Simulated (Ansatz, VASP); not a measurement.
BaO: VASP beside Ansatz

```
CELL_PARAMETERS angstrom
0.00000 2.78700 2.78700
2.78700 0.00000 2.78700
2.78700 2.78700 0.00000
ATOMIC_POSITIONS crystal
Ba 0.00000 0.00000 0.00000
O 0.50000 0.50000 0.50000
```

Alike in both runs: functional PBE; k mesh 8 × 8 × 8; occupations gaussian, width 0.02 eV; no spin polarisation.

Ansatz relaxed the structure, and its values are those at the end. VASP's run is a single point on that final structure, the one shown.

|  | VASP | Ansatz |
| --- | --- | --- |
| version | VASP 6.6.1 | Ansatz 0.2.0 |
| potentials or method | VASP PAW PBE potentials, release 64 (Ba_sv, O), cutoff 600 eV | scalar-relativistic, plane waves, PAW |
| valence electrons in the cell | 16 | 16 |

VASP gave:

| Quantity | Value |
| --- | --- |
| gap on the k mesh at the Fermi level (eV) | 2.04 |
| least direct gap on the mesh (eV) | 2.04 |
| pressure (GPa) | 1.5 |

Problem. What did Ansatz give for the same quantities?

Solution. gap on the k mesh at the Fermi level (eV): 2.10; least direct gap on the mesh (eV): 2.10; pressure (GPa): 0.0.

Spin-orbit coupling is off throughout.
